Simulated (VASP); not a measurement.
## SrC8: relaxation of cell and atoms with PBE

Crystal: SrC8.

```
Sr C
1.0
     4.70575    0.00000    0.00000
    -2.35287    4.07530    0.00000
     0.00000    0.00000    5.73894
Sr C
1 8
Cartesian
  0.0000 0.0000 2.8695
  0.0000 1.3568 0.0000
  3.5307 0.6784 0.0000
  1.1750 0.6784 0.0000
  1.1778 3.3969 0.0000
  -1.1778 3.3969 0.0000
  2.3529 2.7185 0.0000
  0.0000 2.7169 0.0000
  2.3529 1.3584 0.0000
```

The cell was generated, and may not be a known phase.

```json
{
  "Program": "VASP 6.6.1",
  "Task": "relaxation of cell and atoms",
  "Functional": "PBE",
  "Potentials or basis": "VASP PAW PBE potentials, release 64 (Sr_sv, C)",
  "Cutoff": "600 eV",
  "k mesh": "6 × 6 × 4",
  "Occupations": "gaussian, width 0.1 eV",
  "Spin": "no spin polarisation",
  "Dipole correction": "no",
  "Further INCAR settings": "ALGO = Fast; EDIFF = 1e-07; IBRION = 2; EDIFFG = -0.04; NSW = 90; ISIF = 3"
}
```

```json
{
 "Relaxed volume": "11.82 Å³/atom",
 "Relaxed cell": "a = 4.995 Å, b = 4.995 Å, c = 4.923 Å, α = 90.00°, β = 90.00°, γ = 120.00°",
 "Space group after relaxing (to 0.1 Å)": "P6/mmm (No. 191)",
 "Energy gained by relaxing": "235.3 meV/atom",
 "Ionic steps": "14",
 "Pressure after relaxing": "-0.1 GPa",
 "Largest force after relaxing": "0.003 eV/Å",
 "Band gap on the k mesh": "zero (bands 21 and 22 overlap by 1.60 eV)"
}
```

Forces in eV/Å, atoms in the order of the input:
```
Sr   0.000  0.000  0.000
C    0.000  0.003  0.000
C   -0.003  0.002  0.000
C    0.003  0.002  0.000
C   -0.003 -0.002  0.000
C    0.003 -0.002  0.000
C    0.000 -0.003  0.000
C    0.000  0.000  0.000
C    0.000  0.000  0.000
```

Step by step:
| step | energy change (eV) | largest force (eV/Å) | pressure (GPa) | volume (Å³) |
| --- | --- | --- | --- | --- |
| 1 | 0.0000 | 0.2815 | 30.25 | 110.06 |
| 2 | 2.8950 | 0.1360 | -31.61 | 149.70 |
| 3 | -1.6865 | 0.1923 | -3.93 | 123.73 |
| 4 | -1.6994 | 0.1794 | -1.98 | 122.69 |
| 5 | -1.6996 | 0.1761 | -1.48 | 122.43 |
| 6 | -1.7589 | 0.3429 | -1.68 | 120.55 |
| 7 | -1.8070 | 1.1043 | -1.80 | 117.71 |
| 8 | -1.8240 | 1.0796 | -1.80 | 117.26 |
| 9 | -1.8741 | 1.0092 | -1.77 | 115.91 |
| 10 | -1.9676 | 0.9071 | -1.60 | 113.19 |
| 11 | -2.0906 | 0.7143 | -0.65 | 107.73 |
| 12 | -2.0975 | 0.6554 | -0.03 | 105.75 |
| 13 | -2.1156 | 0.2197 | -0.07 | 106.17 |
| 14 | -2.1178 | 0.0033 | -0.07 | 106.38 |

Final structure:
```
Sr C
1.0
     4.99528    0.00000    0.00000
    -2.49764    4.32604    0.00000
     0.00000    0.00000    4.92268
Sr C
1 8
Direct
  0.00000 0.00000 0.50000
  0.16722 0.33445 0.00000
  0.83278 0.16722 0.00000
  0.33445 0.16722 0.00000
  0.66555 0.83278 0.00000
  0.16722 0.83278 0.00000
  0.83278 0.66555 0.00000
  0.33333 0.66667 0.00000
  0.66667 0.33333 0.00000
```

Levels at points of the mesh, in eV from the Fermi level:
| k point | band 18 | band 19 | band 20 | band 21 | band 22 | band 23 | band 24 | band 25 |
| --- | --- | --- | --- | --- | --- | --- | --- | --- |
| (0.00, 0.00, 0.00) | -4.20 | -4.20 | -3.58 | -1.01 | -0.03 | -0.03 | 0.49 | 2.33 |
| (0.50, 0.00, 0.00) | -6.14 | -4.89 | -3.99 | 0.62 | 0.65 | 1.05 | 1.47 | 3.43 |
| (0.00, 0.00, 0.50) | -3.94 | -3.94 | -3.74 | -1.10 | -0.92 | -0.92 | 1.28 | 3.77 |
| (0.50, 0.00, 0.50) | -6.14 | -4.47 | -4.33 | 0.41 | 1.16 | 1.79 | 2.95 | 3.27 |

Wall time 32 min on 1 thread of Oxide Virtual Turin-like Processor, with other jobs on the host, peak memory 0.28 GiB.
